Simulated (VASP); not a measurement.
# H3C18N in VASP: a series of runs, part 2 of 2

VASP 6.6.1. The steps go on from the part before.

## 4. Single point, PBE+D3(BJ)

Contents of INCAR:

```
SYSTEM = H3C18N
ALGO = Normal ; EDIFF = 1E-6
ENCUT = 520 ; GGA = PE
ISIF = 2 ; ISMEAR = 0
IVDW = 12 ; LASPH = .True.
LCHARG = .False. ; LREAL = Auto
LWAVE = .False. ; NBANDS = 57
NELM = 100 ; PREC = Accurate
SIGMA = 0.05
```

Contents of KPOINTS:

```
k-points
0
Gamma
  2 2 1
  0 0 0
```

Contents of POSCAR:

```
H3C18N
1.0
    7.3980000000      0.0000000000      0.0000000000
   -3.6990000000      6.4068560000      0.0000000000
    0.0000000000      0.0000000000     12.0000000000
C N H
18 1 3
Direct
    0.0009563328     -0.0064966342      0.0577660000
    0.2232019873      0.1046635042      0.0578875833
   -0.0001616060      0.3280833844      0.0576335000
    0.2244119174      0.4403807421      0.0578565000
    0.0021668881      0.6626557550      0.0572328333
    0.2220245414      0.7725054223      0.0576702500
    0.3331516321     -0.0052398556      0.0578954167
    0.5577191847      0.1070228518      0.0578265833
    0.3355311626      0.3292307491      0.0578775000
    0.5554313334      0.4392792658      0.0576050000
    0.3343665735      0.6602681565      0.0578542500
    0.5566286027      0.7713529069      0.0578700000
    0.6688681789     -0.0041249561      0.0579092500
    0.8887261587      0.1057921389      0.0578572500
    0.6676702648      0.3269547497      0.0574282500
    0.8899544403      0.4381067719      0.0571760000
    0.6665958296      0.6615041762      0.0576055000
    0.8910422157      0.7737227120      0.0574488333
    0.8350908445      0.5291422189      0.3325565833
    0.8282351073      0.4945675383      0.4154407500
    0.7083725004      0.4052937978      0.2967088333
    0.9623192523      0.5258788398      0.3018929167
```

Potentials or basis: VASP PAW PBE potentials, release 64 (C, N, H).

Command:

```sh
cat potpaw_PBE.64/C/POTCAR potpaw_PBE.64/N/POTCAR potpaw_PBE.64/H/POTCAR > POTCAR
mpirun -np 1 vasp_std > vasp.out
```

OUTCAR:

```text
SYSTEM = H3C18N
   EDIFF = 1E-6
   ENCUT = 520
   GGA = PE
   ISIF = 2
   ISMEAR = 0
   IVDW = 12
   LASPH = .True.
   LREAL = Auto
   NELM = 100
   PREC = Accurate
 IVDW          = 12

 ion  position               nearest neighbor table
   1  0.001  0.994  0.058-  18 1.41   2 1.42  14 1.44
   2  0.223  0.105  0.058-   7 1.41   1 1.42   9 1.44
   3  1.000  0.328  0.058-  16 1.41  14 1.42   4 1.44
   4  0.224  0.440  0.058-  11 1.41   9 1.42   3 1.44
   5  0.002  0.663  0.057-   6 1.41  18 1.42  16 1.44
   6  0.222  0.773  0.058-   5 1.41   7 1.42  11 1.44
[... 11 lines left out ...]
  18  0.891  0.774  0.057-   1 1.41   5 1.42  17 1.44
  19  0.835  0.529  0.333-  20 1.02  21 1.02  22 1.02
  20  0.828  0.495  0.415-  19 1.02
  21  0.708  0.405  0.297-  19 1.02
  22  0.962  0.526  0.302-  19 1.02

  LATTYP: Found a hexagonal cell.
 ALAT       =     7.3980000000
 C/A-ratio  =     1.6220600162

  Lattice vectors:

 A1 = (   7.3980000000,   0.0000000000,   0.0000000000)
 A2 = (  -3.6990000000,   6.4068560000,   0.0000000000)
 A3 = (   0.0000000000,   0.0000000000,  12.0000000000)

Analysis of symmetry for initial positions (statically):
=====================================================================
 Subroutine PRICEL returns:
 Original cell was already a primitive cell.

 Routine SETGRP: Setting up the symmetry group for a
 hexagonal supercell.

 Subroutine GETGRP returns: Found  1 space group operations
 (whereof  1 operations were pure point group operations)
 out of a pool of 24 trial point group operations.

The static configuration has the point symmetry C_1 .

Analysis of symmetry for dynamics (positions and initial velocities):
=====================================================================
 Subroutine PRICEL returns:
 Original cell was already a primitive cell.

 Routine SETGRP: Setting up the symmetry group for a
 hexagonal supercell.

 Subroutine GETGRP returns: Found  1 space group operations
[... 147 lines left out ...]
   GGA     = PE    functional components
   LHFCALC =     F    Hartree Fock is set to
   AEXX    =    0.0000 exact exchange contribution
   IVDW    =    12    specifies the selected vdW correction
   LEPSILON=     F    determine dielectric tensor
   LRPA    =     F    only Hartree local field effects (RPA)
 non-spin polarized calculation
 Gauss-broadening in eV      SIGMA  =   0.05
  energy-cutoff  :      520.00
  volume of cell :      568.78
 maximum number of plane-waves:     15363
 NGX is ok and might be reduce to    56
   NGX = 27   NGY = 27   NGZ = 45

 number of electron      79.9999999 magnetization

 Free energy of the ion-electron system (eV)
  ---------------------------------------------------
  ext. energy  EPLUGINS =         0.00000000
  ---------------------------------------------------
  free energy    TOTEN  =      -185.16897077 eV

  energy without entropy =     -185.16872624  energy(sigma->0) =     -185.16884851

 E-fermi :  -1.5340     XC(G=0):  -4.1951

 val. band max:       -1.6417103545   @ k =   0.0000   0.0000   0.0000
 cond. band min:      -1.4273002934   @ k =   0.0000   0.0000   0.0000
 fundamental gap:      0.2144100611
 Fermi energy:        -1.5340477436

 k-point     1 :       0.0000    0.0000    0.0000
  band No.  band energies     occupation
      1     -21.0569      2.00000
      2     -18.5537      2.00000
      3     -18.5384      2.00000
      4     -18.4849      2.00000
      5     -18.4743      2.00000
      6     -18.4449      2.00000
[... 209 lines left out ...]
     51       4.0241      0.00000
     52       4.1761      0.00000
 [bands above 52 left out]

------------------------ aborting loop because EDIFF is reached ----------------------------------------

 Edisp (eV)   -1.75564

 E8    (eV) :    -0.5329

  FORCE on cell =-STRESS in cart. coord.  units (eV):
  Direction    XX          YY          ZZ          XY          YZ          ZX
  --------------------------------------------------------------------------------------
  -------------------------------------------------------------------------------------
  Total       1.08531     1.06517    -0.20826     0.00126    -0.00162    -0.01429
  in kB       3.05721     3.00047    -0.58665     0.00355    -0.00456    -0.04026
  external pressure =        1.82 kB  Pullay stress =        0.00 kB

 VOLUME and BASIS-vectors are now :
 -----------------------------------------------------------------------------
  energy-cutoff  :      520.00
  volume of cell :      568.78
      direct lattice vectors                 reciprocal lattice vectors
     7.398000000  0.000000000  0.000000000     0.135171668  0.078041398  0.000000000
    -3.699000000  6.406856000  0.000000000     0.000000000  0.156082796  0.000000000
     0.000000000  0.000000000 12.000000000     0.000000000  0.000000000  0.083333333

 POSITION                                       TOTAL-FORCE (eV/Angst)
 -----------------------------------------------------------------------------------
     -3.66789      6.36523      0.69319        -0.016672     -0.004181      0.000369
      1.26410      0.67056      0.69465         0.011216      0.018728     -0.000311
      6.18322      2.10198      0.69160         0.009310      0.019863      0.005729
      0.03123      2.82146      0.69428        -0.008726     -0.000679     -0.003802
     -2.43513      4.24554      0.68679         0.008146     -0.013699      0.004627
     -1.21496      4.94933      0.69204         0.000833     -0.016966     -0.000465
[... 14 lines left out ...]
      3.74136      2.59666      3.56051        -0.016893      0.007579     -0.014028
      5.17401      3.36923      3.62272        -0.004470      0.022569     -0.013346
 -----------------------------------------------------------------------------------
    total drift:                               -0.010440      0.004491      0.053282

  FREE ENERGIE OF THE ION-ELECTRON SYSTEM (eV)
  ---------------------------------------------------
  free  energy   TOTEN  =      -186.9246141618 eV

  energy  without entropy=     -186.9243696378  energy(sigma->0) =     -186.92449190
```

stdout:

```text
POSCAR found type information on POSCAR C N H
 POSCAR found :  3 types and      22 ions
 scaLAPACK will be used
 LDA part: xc-table for (Slater+PW92), standard interpolation
 POSCAR, INCAR and KPOINTS ok, starting setup
 FFT: planning ... GRIDC
 FFT: planning ... GRID_SOFT
 FFT: planning ... GRID
 WAVECAR not read
 entering main loop
```

Run time: 3.6 min. Hardware: 1 thread of Intel Xeon 6975P-C (Granite Rapids), shared host; peak memory 0.6 GiB.

What came out:

- Free energy: -186.9246 eV
- Largest force: 0.070 eV/Å
- Band gap on the k mesh: 0.21 eV, direct
- Dispersion energy per atom: -0.080 eV

Forces in eV/Å, atoms in the order of the input:
```
C   -0.017 -0.004  0.000
C    0.011  0.019  0.000
C    0.009  0.020  0.006
C   -0.009 -0.001 -0.004
C    0.008 -0.014  0.005
C    0.001 -0.017  0.000
C    0.002  0.015 -0.001
C   -0.015  0.007  0.003
C    0.010 -0.009  0.001
C   -0.003 -0.016 -0.002
C   -0.014 -0.005  0.000
C    0.011  0.010  0.005
C    0.011 -0.016 -0.004
C    0.007 -0.012  0.002
C   -0.019  0.001  0.001
C    0.014  0.012 -0.003
C    0.007  0.009  0.002
C   -0.016  0.004 -0.002
N    0.040 -0.055  0.018
H   -0.017  0.021  0.000
H   -0.017  0.008 -0.014
H   -0.004  0.023 -0.013
```

Caveat: the k points lie up to 0.49 Å⁻¹ apart.

## 5. Single point, PBE+D3(BJ)

Contents of INCAR:

```
SYSTEM = H3C18N
  PREC = Accurate
  ENCUT = 520
  EDIFF = 1E-7
  ISMEAR = 0
  SIGMA = 0.05
  LREAL = Auto
  LASPH = .TRUE.
  NELM = 100
  ALGO = Normal
  ISIF = 2
  LWAVE = .FALSE.
  LCHARG = .TRUE.
  GGA = PE
  IVDW = 12
  LELF = .TRUE.
  LVHAR = .TRUE.
  NBANDS = 57
```

Contents of KPOINTS:

```
Automatic mesh
0
G
  2 2 1
  0 0 0
```

Contents of POSCAR:

```
H3C18N
1.0
    7.3980000000      0.0000000000      0.0000000000
   -3.6990000000      6.4068560000      0.0000000000
    0.0000000000      0.0000000000     12.0000000000
C N H
18 1 3
Direct
    0.0012430826     -0.0057411935      0.0578866667
    0.2221836605      0.1047460720      0.0580390833
   -0.0007117345      0.3276881828      0.0578293333
    0.2242333743      0.4401923502      0.0580002500
    0.0013637385      0.6631305589      0.0573946667
    0.2221558337      0.7734584639      0.0578674167
    0.3326179218     -0.0055927588      0.0580685833
    0.5575620585      0.1068272800      0.0580162500
    0.3346858032      0.3297060212      0.0580400833
    0.5554948438      0.4401940671      0.0577738333
    0.3346729000      0.6609889468      0.0580011667
    0.5556286585      0.7714616967      0.0579962500
    0.6680659371     -0.0036275203      0.0580607500
    0.8888133402      0.1067364398      0.0580062500
    0.6679485499      0.3276372998      0.0576634167
    0.8889402675      0.4381333059      0.0574450000
    0.6660249553      0.6611453418      0.0577070000
    0.8908813742      0.7735745895      0.0575400000
    0.8340239028      0.5827101468      0.3354366667
    0.8282629566      0.5288108551      0.4145113333
    0.7121634402      0.4641568345      0.2935350833
    0.9660480686      0.5964292002      0.3001804167
```

Potentials or basis: VASP PAW PBE potentials, release 64 (C, N, H).

Command:

```sh
cat potpaw_PBE.64/C/POTCAR potpaw_PBE.64/N/POTCAR potpaw_PBE.64/H/POTCAR > POTCAR
mpirun -np 1 vasp_std > vasp.out
```

OUTCAR:

```text
SYSTEM = H3C18N
   PREC = Accurate
   ENCUT = 520
   EDIFF = 1E-7
   ISMEAR = 0
   LREAL = Auto
   LASPH = .TRUE.
   NELM = 100
   ISIF = 2
   GGA = PE
   IVDW = 12
 IVDW          = 12

 ion  position               nearest neighbor table
   1  0.001  0.994  0.058-  18 1.41   2 1.42  14 1.44
   2  0.222  0.105  0.058-   7 1.41   1 1.42   9 1.44
   3  0.999  0.328  0.058-  16 1.41  14 1.42   4 1.44
   4  0.224  0.440  0.058-  11 1.41   9 1.42   3 1.44
   5  0.001  0.663  0.057-   6 1.41  18 1.42  16 1.44
   6  0.222  0.773  0.058-   5 1.41   7 1.42  11 1.44
[... 11 lines left out ...]
  18  0.891  0.774  0.058-   1 1.41   5 1.42  17 1.44
  19  0.834  0.583  0.335-  21 1.02  22 1.02  20 1.02
  20  0.828  0.529  0.415-  19 1.02
  21  0.712  0.464  0.294-  19 1.02
  22  0.966  0.596  0.300-  19 1.02

  LATTYP: Found a hexagonal cell.
 ALAT       =     7.3980000000
 C/A-ratio  =     1.6220600162

  Lattice vectors:

 A1 = (   7.3980000000,   0.0000000000,   0.0000000000)
 A2 = (  -3.6990000000,   6.4068560000,   0.0000000000)
 A3 = (   0.0000000000,   0.0000000000,  12.0000000000)

Analysis of symmetry for initial positions (statically):
=====================================================================
 Subroutine PRICEL returns:
 Original cell was already a primitive cell.

 Routine SETGRP: Setting up the symmetry group for a
 hexagonal supercell.

 Subroutine GETGRP returns: Found  1 space group operations
 (whereof  1 operations were pure point group operations)
 out of a pool of 24 trial point group operations.

The static configuration has the point symmetry C_1 .

Analysis of symmetry for dynamics (positions and initial velocities):
=====================================================================
 Subroutine PRICEL returns:
 Original cell was already a primitive cell.

[... 148 lines left out ...]
  Fermi-wavevector in a.u.,A,eV,Ry     =   0.851382  1.608879  9.862209  0.724852
  Thomas-Fermi vector in A             =   1.967507
   LORBIT       =      0    0 simple, 1 ext, 2 COOP (PROOUT), +10 PAW based schemes
   GGA     = PE    functional components
   LHFCALC =     F    Hartree Fock is set to
   AEXX    =    0.0000 exact exchange contribution
   IVDW    =    12    specifies the selected vdW correction
   LEPSILON=     F    determine dielectric tensor
   LRPA    =     F    only Hartree local field effects (RPA)
 non-spin polarized calculation
 Gauss-broadening in eV      SIGMA  =   0.05
  energy-cutoff  :      520.00
  volume of cell :      568.78
 maximum number of plane-waves:     15363
 NGX is ok and might be reduce to    56
   NGX = 27   NGY = 27   NGZ = 45

 number of electron      79.9999999 magnetization

 Free energy of the ion-electron system (eV)
  ---------------------------------------------------
  ext. energy  EPLUGINS =         0.00000000
  ---------------------------------------------------
  free energy    TOTEN  =      -185.16787486 eV

  energy without entropy =     -185.16759366  energy(sigma->0) =     -185.16773426

 E-fermi :  -1.5769     XC(G=0):  -4.1972

 val. band max:       -1.6805740379   @ k =   0.0000   0.0000   0.0000
 cond. band min:      -1.4742618007   @ k =   0.0000   0.0000   0.0000
 fundamental gap:      0.2063122372
 Fermi energy:        -1.5769478579

 k-point     1 :       0.0000    0.0000    0.0000
  band No.  band energies     occupation
      1     -21.0998      2.00000
      2     -18.6032      2.00000
      3     -18.5974      2.00000
      4     -18.5007      2.00000
      5     -18.4815      2.00000
      6     -18.4669      2.00000
[... 209 lines left out ...]
     51       4.0439      0.00000
     52       4.1701      0.00000
 [bands above 52 left out]

------------------------ aborting loop because EDIFF is reached ----------------------------------------

 Edisp (eV)   -1.75602

 E8    (eV) :    -0.5330

  FORCE on cell =-STRESS in cart. coord.  units (eV):
  Direction    XX          YY          ZZ          XY          YZ          ZX
  --------------------------------------------------------------------------------------
  -------------------------------------------------------------------------------------
  Total       1.09079     1.06380    -0.21020     0.02722     0.00809    -0.01357
  in kB       3.07264     2.99659    -0.59210     0.07668     0.02278    -0.03822
  external pressure =        1.83 kB  Pullay stress =        0.00 kB

 VOLUME and BASIS-vectors are now :
 -----------------------------------------------------------------------------
  energy-cutoff  :      520.00
  volume of cell :      568.78
      direct lattice vectors                 reciprocal lattice vectors
     7.398000000  0.000000000  0.000000000     0.135171668  0.078041398  0.000000000
    -3.699000000  6.406856000  0.000000000     0.000000000  0.156082796  0.000000000
     0.000000000  0.000000000 12.000000000     0.000000000  0.000000000  0.083333333

 POSITION                                       TOTAL-FORCE (eV/Angst)
 -----------------------------------------------------------------------------------
     -3.66857      6.37007      0.69464        -0.010865     -0.005672      0.000851
      1.25626      0.67109      0.69647         0.005819      0.016428      0.000654
      6.18062      2.09945      0.69395         0.009611      0.015579      0.003139
      0.03061      2.82025      0.69600        -0.001522     -0.000822     -0.002037
     -2.44283      4.24858      0.68874         0.009043     -0.008152      0.005459
     -1.21751      4.95544      0.69441         0.002346     -0.009854      0.002114
[... 14 lines left out ...]
      3.55167      2.97379      3.52242        -0.021308      0.002627     -0.017475
      4.94063      3.82124      3.60217        -0.000177      0.025730     -0.016438
 -----------------------------------------------------------------------------------
    total drift:                               -0.001433      0.014667      0.049699

  FREE ENERGIE OF THE ION-ELECTRON SYSTEM (eV)
  ---------------------------------------------------
  free  energy   TOTEN  =      -186.9238900151 eV

  energy  without entropy=     -186.9236088145  energy(sigma->0) =     -186.92374941
```

Wall time 3.9 min (1 thread of Intel Xeon 6975P-C (Granite Rapids), shared host); peak memory 0.6 GiB.

What came out:

| Item | Value |
| --- | --- |
| Free energy | -186.9239 eV |
| Largest force | 0.062 eV/Å |
| Band gap on the k mesh | 0.21 eV, direct |
| Dispersion energy per atom | -0.080 eV |

Forces on the atoms (eV/Å):
```
C   -0.011 -0.006  0.001
C    0.006  0.016  0.001
C    0.010  0.016  0.003
C   -0.002 -0.001 -0.002
C    0.009 -0.008  0.005
C    0.002 -0.010  0.002
C    0.003  0.007  0.000
C   -0.013  0.004  0.001
C    0.006 -0.006 -0.001
C   -0.004 -0.013 -0.003
C   -0.010 -0.007 -0.002
C    0.009  0.006  0.006
C    0.005 -0.007 -0.002
C    0.005 -0.007  0.002
C   -0.016  0.003  0.003
C    0.006  0.005 -0.003
C    0.004  0.003  0.000
C   -0.009  0.004 -0.001
N    0.038 -0.047  0.016
H   -0.019  0.019  0.008
H   -0.021  0.003 -0.017
H    0.000  0.026 -0.016
```

Levels at points of the mesh, in eV from the valence-band top:
| k point | band 37 | band 38 | band 39 | band 40 | band 41 | band 42 | band 43 | band 44 |
| --- | --- | --- | --- | --- | --- | --- | --- | --- |
| (0.00, 0.00, 0.00) | -2.94 | -1.80 | -0.01 | 0.00 | 0.21 | 0.22 | 3.00 | 4.18 |
| (0.50, 0.00, 0.00) | -2.53 | -2.53 | -2.26 | -1.78 | 1.78 | 2.58 | 2.59 | 2.66 |
| (0.00, 0.50, 0.00) | -2.54 | -2.52 | -2.27 | -1.78 | 1.78 | 2.58 | 2.59 | 2.65 |
| (0.50, 0.50, 0.00) | -2.54 | -2.52 | -2.27 | -1.78 | 1.78 | 2.58 | 2.60 | 2.65 |

Caveat: the k points lie up to 0.49 Å⁻¹ apart.
